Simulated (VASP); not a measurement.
# Al3GaN4 (P-42m) in VASP: further runs

Runs on Al3GaN4. Level: PBEsol. Tasks: single point.

Program: VASP 6.6.1. These are calculated values, not measurements. Logs are shortened: lines on timing, memory, paths and dates and some standing lists are left out, and cuts for length are marked.

## 1. The cell of the first run

It takes space group P-42m (No. 111, tetragonal). Conventional cell: a = 4.054 Å, b = 4.054 Å, c = 4.231 Å, α = 90.00°, β = 90.00°, γ = 90.00°. Al (site symmetry -42m) has 4 N at 1.77 Å within 2.4 Å. Within 2.3 Å of Al (site symmetry 222) lie 4 N at 1.77 Å. Ga (site symmetry -42m) has 4 N at 1.82 Å within 2.4 Å. N (site symmetry m) has 3 Al at 1.77 Å and 1 Ga at 1.82 Å within 2.3 Å.

## 2. Single point, PBEsol (strain -0.080 along x and y, -0.040 along z)

Contents of INCAR:

```
SYSTEM = Al3GaN4
PREC = Accurate
ENCUT = 520
EDIFF = 1E-7
ISMEAR = 0
SIGMA = 0.05
LREAL = .FALSE.
LASPH = .TRUE.
NELM = 60
ALGO = Normal
ISIF = 2
LWAVE = .FALSE.
LCHARG = .FALSE.
GGA = PS
NBANDS = 31
```

Contents of KPOINTS:

```
regular mesh
0
G
  6 6 6
  0 0 0
```

Contents of POSCAR:

```
Al3GaN4
1.0
    4.0544352532      0.0000000000      0.0000000000
    0.0000000000      4.0544352532      0.0000000000
    0.0000000000      0.0000000000      4.2307150468
Al Ga N
3 1 4
Direct
    0.5000000000      0.5000000000      0.0000000000
    0.5000000000      0.0000000000      0.5000000000
    0.0000000000      0.5000000000      0.5000000000
    0.0000000000      0.0000000000      0.0000000000
    0.7447077174      0.7447077174      0.2552922826
    0.7447077174      0.2552922826      0.7447077174
    0.2552922826      0.7447077174      0.7447077174
    0.2552922826      0.2552922826      0.2552922826
```

Potentials or basis: VASP PAW PBE potentials, release 64 (Al, Ga_d, N).

Command:

```sh
$ cat potpaw_PBE.64/Al/POTCAR potpaw_PBE.64/Ga_d/POTCAR potpaw_PBE.64/N/POTCAR > POTCAR
$ mpirun -np 1 vasp_std > vasp.out
```

OUTCAR:

```text
SYSTEM = Al3GaN4
   PREC = Accurate
   ENCUT = 520
   EDIFF = 1E-7
   ISMEAR = 0
   LREAL = .FALSE.
   LASPH = .TRUE.
   NELM = 60
   ISIF = 2
   GGA = PS

 ion  position               nearest neighbor table
   1  0.500  0.500  0.000-   5 1.77   6 1.77   7 1.77   8 1.77   4 2.87   4 2.87   4 2.87   4 2.87
                             3 2.93   2 2.93   3 2.93   2 2.93   3 2.93   2 2.93   3 2.93   2 2.93
   2  0.500  0.000  0.500-   5 1.77   6 1.77   7 1.77   8 1.77   3 2.87   3 2.87   3 2.87   3 2.87
                             4 2.93   1 2.93   1 2.93   1 2.93   4 2.93   4 2.93   4 2.93   1 2.93
   3  0.000  0.500  0.500-   5 1.77   6 1.77   7 1.77   8 1.77   2 2.87   2 2.87   2 2.87   2 2.87
                             4 2.93   1 2.93   4 2.93   4 2.93   1 2.93   4 2.93   1 2.93   1 2.93
   4  0.000  0.000  0.000-   5 1.82   6 1.82   7 1.82   8 1.82   1 2.87   1 2.87   1 2.87   1 2.87
                             3 2.93   2 2.93   3 2.93   3 2.93   3 2.93   2 2.93   2 2.93   2 2.93
   5  0.745  0.745  0.255-   2 1.77   3 1.77   1 1.77   4 1.82
   6  0.745  0.255  0.745-   2 1.77   3 1.77   1 1.77   4 1.82
   7  0.255  0.745  0.745-   2 1.77   3 1.77   1 1.77   4 1.82
   8  0.255  0.255  0.255-   2 1.77   3 1.77   1 1.77   4 1.82

  LATTYP: Found a simple tetragonal cell.
 ALAT       =     4.0544352532
 C/A-ratio  =     1.0434782609

  Lattice vectors:

 A1 = (   4.0544352532,   0.0000000000,   0.0000000000)
 A2 = (   0.0000000000,   4.0544352532,   0.0000000000)
 A3 = (   0.0000000000,   0.0000000000,   4.2307150468)

Analysis of symmetry for initial positions (statically):
=====================================================================
 Subroutine PRICEL returns:
 Original cell was already a primitive cell.

 Routine SETGRP: Setting up the symmetry group for a
 simple tetragonal supercell.

 Subroutine GETGRP returns: Found  8 space group operations
 (whereof  8 operations were pure point group operations)
 out of a pool of 16 trial point group operations.

The static configuration has the point symmetry D_2d.

Analysis of symmetry for dynamics (positions and initial velocities):
=====================================================================
 Subroutine PRICEL returns:
 Original cell was already a primitive cell.

 Routine SETGRP: Setting up the symmetry group for a
 simple tetragonal supercell.

 Subroutine GETGRP returns: Found  8 space group operations
 (whereof  8 operations were pure point group operations)
 out of a pool of 16 trial point group operations.

[... 117 lines left out ...]
   NFREE  =      0    steps in history (QN), initial steepest desc. (CG)
   ISIF   =      2    stress and relaxation
   ISYM   =      2    0-nonsym 1-usesym 2-fastsym
   POTIM  = 0.5000    time-step for ionic-motion
   TEBEG  =    0.0;   TEEND  =   0.0 temperature during run
   PSTRESS=    0.0 pullay stress
   NELECT =      42.0000    total number of electrons
   NUPDOWN=      -1.0000    fix difference up-down
   EMIN   =  10.00;   EMAX   =-10.00  energy-range for DOS
   EFERMI =   0.00;   METHOD = LEGACY
   ISMEAR =     0;   SIGMA  =   0.05  broadening in eV -4-tet -1-fermi 0-gaus
   EFERMI_NEDOS =   21; number of points for ismear=-14 and -15
   IALGO  =     38    algorithm
   IMIX   =      4    mixing-type and parameters
     AMIX     =   0.40;   BMIX     =  1.00
     AMIX_MAG =   1.60;   BMIX_MAG =  1.00
  volume/ion in A,a.u.               =       8.69        58.67
  Fermi-wavevector in a.u.,A,eV,Ry     =   1.383778  2.614961 26.053001  1.914842
  Thomas-Fermi vector in A             =   2.508344
   LORBIT       =      0    0 simple, 1 ext, 2 COOP (PROOUT), +10 PAW based schemes
   GGA     = PS    functional components
   LHFCALC =     F    Hartree Fock is set to
   AEXX    =    0.0000 exact exchange contribution
   IVDW    =     0    specifies the selected vdW correction
   LEPSILON=     F    determine dielectric tensor
   LRPA    =     F    only Hartree local field effects (RPA)
 non-spin polarized calculation
 Gauss-broadening in eV      SIGMA  =   0.05
  energy-cutoff  :      520.00
  volume of cell :       69.55
 maximum number of plane-waves:      1920
   NGX = 15   NGY = 15   NGZ = 15

 number of electron      42.0000007 magnetization

 Free energy of the ion-electron system (eV)
  ---------------------------------------------------
  ext. energy  EPLUGINS =         0.00000000
  ---------------------------------------------------
  free energy    TOTEN  =       -57.29409027 eV

  energy without entropy =      -57.29409027  energy(sigma->0) =      -57.29409027

 E-fermi :   8.2532     XC(G=0): -12.3288

 val. band max:        7.9461874820   @ k =   0.1667   0.1667   0.0000
 cond. band min:      11.2014232449   @ k =   0.0000   0.0000   0.0000
 fundamental gap:      3.2552357629
 Fermi energy:         8.2531770255

 k-point     1 :       0.0000    0.0000    0.0000
  band No.  band energies     occupation
      1      -8.7980      2.00000
      2      -6.1393      2.00000
      3      -6.0595      2.00000
      4      -6.0595      2.00000
      5      -4.7492      2.00000
      6      -4.7390      2.00000
[... 805 lines left out ...]
     30      19.7159      0.00000
     31      20.5848      0.00000

 [... further k-points ...]

------------------------ aborting loop because EDIFF is reached ----------------------------------------

  FORCE on cell =-STRESS in cart. coord.  units (eV):
  Direction    XX          YY          ZZ          XY          YZ          ZX
  --------------------------------------------------------------------------------------
  -------------------------------------------------------------------------------------
  Total       27.5626971     27.5626971     25.5555090      0.0000000      0.0000000      0.0000000
  in kB      634.9766868    634.9766868    588.7360139      0.0000000      0.0000000      0.0000000
  external PRESSURE =     619.5631292 kB  Pullay stress =       0.0000000 kB

 VOLUME and BASIS-vectors are now :
 -----------------------------------------------------------------------------
  energy-cutoff  :      520.00
  volume of cell :       69.55
      direct lattice vectors                 reciprocal lattice vectors
     4.054435253  0.000000000  0.000000000     0.246643475  0.000000000  0.000000000
     0.000000000  4.054435253  0.000000000     0.000000000  0.246643475  0.000000000
     0.000000000  0.000000000  4.230715047     0.000000000  0.000000000  0.236366664

 POSITION                                       TOTAL-FORCE (eV/Angst)
 -----------------------------------------------------------------------------------
      2.02722      2.02722      0.00000         0.000000     -0.000000      0.000000
      2.02722      0.00000      2.11536        -0.000000      0.000000     -0.000000
      0.00000      2.02722      2.11536        -0.000000      0.000000      0.000000
      0.00000      0.00000      0.00000         0.000000      0.000000      0.000000
      3.01937      3.01937      1.08007        -0.080012     -0.080012     -0.006893
      3.01937      1.03507      3.15065        -0.080012      0.080012      0.006893
      1.03507      3.01937      3.15065         0.080012     -0.080012      0.006893
      1.03507      1.03507      1.08007         0.080012      0.080012     -0.006893
 -----------------------------------------------------------------------------------
    total drift:                               -0.000000     -0.000000      0.000000

  FREE ENERGIE OF THE ION-ELECTRON SYSTEM (eV)
  ---------------------------------------------------
  free  energy   TOTEN  =       -57.2940902706 eV

  energy  without entropy=      -57.2940902706  energy(sigma->0) =      -57.29409027
```

It took 1.8 min on 1 thread of Intel Xeon 8259CL, shared host; peak memory 0.22 GiB.

What came out:

| Item | Value |
| --- | --- |
| Free energy | -57.2941 eV |
| Pressure | 62.0 GPa |
| Largest force | 0.113 eV/Å |
| Band gap on the k mesh | 3.26 eV (least direct gap 3.31 eV) |

Forces on the atoms (eV/Å):
```
Al   0.000  0.000  0.000
Al   0.000  0.000  0.000
Al   0.000  0.000  0.000
Ga   0.000  0.000  0.000
N   -0.080 -0.080 -0.007
N   -0.080  0.080  0.007
N    0.080 -0.080  0.007
N    0.080  0.080 -0.007
```

Stress tensor (GPa, compression positive):
```
63.50  0.00  0.00
 0.00 63.50  0.00
 0.00  0.00 58.87
```

Caveat: the cell differs from its parent crystal (strain -0.080 along x and y, -0.040 along z); the cell stands under pressure; the PAW data sets were made with another functional, which shifts forces and pressure a little.

## 3. Single point, PBEsol (strain -0.040 along x and y, -0.080 along z)

Contents of INCAR:

```
SYSTEM = Al3GaN4
PREC = Accurate ; ENCUT = 520
EDIFF = 1E-6 ; ISMEAR = 0
SIGMA = 0.05 ; LREAL = .FALSE.
LASPH = .TRUE. ; NELM = 80
ALGO = Normal ; ISIF = 2
LWAVE = .FALSE. ; LCHARG = .TRUE.
GGA = PS ; LELF = .TRUE.
LVHAR = .TRUE. ; NBANDS = 31
```

KPOINTS is that of step 2.

Changes to POSCAR since step 2:

```diff
@@ -2,5 +2,5 @@
 1.0
-    4.0544352532      0.0000000000      0.0000000000
-    0.0000000000      4.0544352532      0.0000000000
-    0.0000000000      0.0000000000      4.2307150468
+    4.2307150468      0.0000000000      0.0000000000
+    0.0000000000      4.2307150468      0.0000000000
+    0.0000000000      0.0000000000      4.0544352532
 Al Ga N
```

Potentials or basis: VASP PAW PBE potentials, release 64 (Al, Ga_d, N).

Command:

```sh
$ cat potpaw_PBE.64/Al/POTCAR potpaw_PBE.64/Ga_d/POTCAR potpaw_PBE.64/N/POTCAR > POTCAR
$ mpirun -np 1 vasp_std > vasp.out
```

OUTCAR:

```text
SYSTEM = Al3GaN4
   PREC = Accurate
   ENCUT = 520
   EDIFF = 1E-6
   ISMEAR = 0
   LREAL = .FALSE.
   LASPH = .TRUE.
   NELM = 80
   ISIF = 2
   GGA = PS

 ion  position               nearest neighbor table
   1  0.500  0.500  0.000-   5 1.79   6 1.79   7 1.79   8 1.79   2 2.93   3 2.93   2 2.93   3 2.93
                             2 2.93   2 2.93   3 2.93   3 2.93   4 2.99   4 2.99   4 2.99   4 2.99
   2  0.500  0.000  0.500-   5 1.80   6 1.80   7 1.80   8 1.80   1 2.93   4 2.93   1 2.93   4 2.93
                             1 2.93   1 2.93   4 2.93   4 2.93   3 2.99   3 2.99   3 2.99   3 2.99
   3  0.000  0.500  0.500-   5 1.80   6 1.80   7 1.80   8 1.80   1 2.93   4 2.93   1 2.93   4 2.93
                             4 2.93   4 2.93   1 2.93   1 2.93   2 2.99   2 2.99   2 2.99   2 2.99
[... 1037 lines left out ...]
  external PRESSURE =     452.2039435 kB  Pullay stress =       0.0000000 kB

 VOLUME and BASIS-vectors are now :
 -----------------------------------------------------------------------------
  energy-cutoff  :      520.00
  volume of cell :       72.57
      direct lattice vectors                 reciprocal lattice vectors
     4.230715047  0.000000000  0.000000000     0.236366664  0.000000000  0.000000000
     0.000000000  4.230715047  0.000000000     0.000000000  0.236366664  0.000000000
     0.000000000  0.000000000  4.054435253     0.000000000  0.000000000  0.246643475

 POSITION                                       TOTAL-FORCE (eV/Angst)
 -----------------------------------------------------------------------------------
      2.11536      2.11536      0.00000         0.000000      0.000000     -0.000000
      2.11536      0.00000      2.02722         0.000000     -0.000000     -0.000000
      0.00000      2.11536      2.02722         0.000000      0.000000     -0.000000
      0.00000      0.00000      0.00000         0.000000      0.000000     -0.000000
      3.15065      3.15065      1.03507        -0.001877     -0.001877      0.085850
      3.15065      1.08007      3.01937        -0.001877      0.001877     -0.085850
      1.08007      3.15065      3.01937         0.001877     -0.001877     -0.085850
      1.08007      1.08007      1.03507         0.001877      0.001877      0.085850
 -----------------------------------------------------------------------------------
    total drift:                                0.000000      0.000000      0.000000

  FREE ENERGIE OF THE ION-ELECTRON SYSTEM (eV)
  ---------------------------------------------------
  free  energy   TOTEN  =       -58.3109336817 eV

  energy  without entropy=      -58.3109336817  energy(sigma->0) =      -58.31093368
```

OSZICAR:

```text
N       E                     dE             d eps       ncg     rms          rms(c)
DAV:   1     0.319369023587E+03    0.31937E+03   -0.19936E+04  2845   0.177E+03
DAV:   2    -0.262740157127E+02   -0.34564E+03   -0.32222E+03  2862   0.461E+02
DAV:   3    -0.670685594538E+02   -0.40795E+02   -0.40295E+02  2835   0.127E+02
DAV:   4    -0.685065943426E+02   -0.14380E+01   -0.14339E+01  3289   0.265E+01
DAV:   5    -0.685410611189E+02   -0.34467E-01   -0.34455E-01  3001   0.385E+00    0.180E+01
DAV:   6    -0.583429805616E+02    0.10198E+02   -0.26511E+01  3872   0.658E+01    0.615E+00
DAV:   7    -0.584058600382E+02   -0.62879E-01   -0.43194E+00  2972   0.130E+01    0.439E+00
DAV:   8    -0.583413542072E+02    0.64506E-01   -0.53125E-01  3274   0.745E+00    0.976E-01
DAV:   9    -0.583111271223E+02    0.30227E-01   -0.10177E-01  3933   0.494E+00    0.465E-01
DAV:  10    -0.583108397356E+02    0.28739E-03   -0.14961E-02  3007   0.708E-01    0.177E-01
DAV:  11    -0.583109476040E+02   -0.10787E-03   -0.83435E-04  3928   0.401E-01    0.252E-02
DAV:  12    -0.583109344781E+02    0.13126E-04   -0.18678E-04  3756   0.201E-01    0.173E-02
DAV:  13    -0.583109339809E+02    0.49711E-06   -0.12179E-05  3798   0.447E-02    0.842E-03
DAV:  14    -0.583109336817E+02    0.29920E-06   -0.31941E-06  2540   0.128E-02
   1 F= -.58310934E+02 E0= -.58310934E+02  d E =-.283049E-13
```

It took 81 s on 1 thread of Intel Xeon 8259CL, shared host; peak memory 0.23 GiB.

Results:

```
Free energy            : -58.3109 eV
Pressure               : 45.2 GPa
Largest force          : 0.086 eV/Å
Band gap on the k mesh : 3.16 eV
```

Forces in eV/Å, atoms in the order of the input:
```
Al   0.000  0.000  0.000
Al   0.000  0.000  0.000
Al   0.000  0.000  0.000
Ga   0.000  0.000  0.000
N   -0.002 -0.002  0.086
N   -0.002  0.002 -0.086
N    0.002 -0.002 -0.086
N    0.002  0.002  0.086
```

Caveat: the cell differs from its parent crystal (strain -0.040 along x and y, -0.080 along z); the cell stands under pressure; the PAW data sets were made with another functional, which shifts forces and pressure a little. A k mesh can miss the band edges.

(Continued in part 2 of 2.)
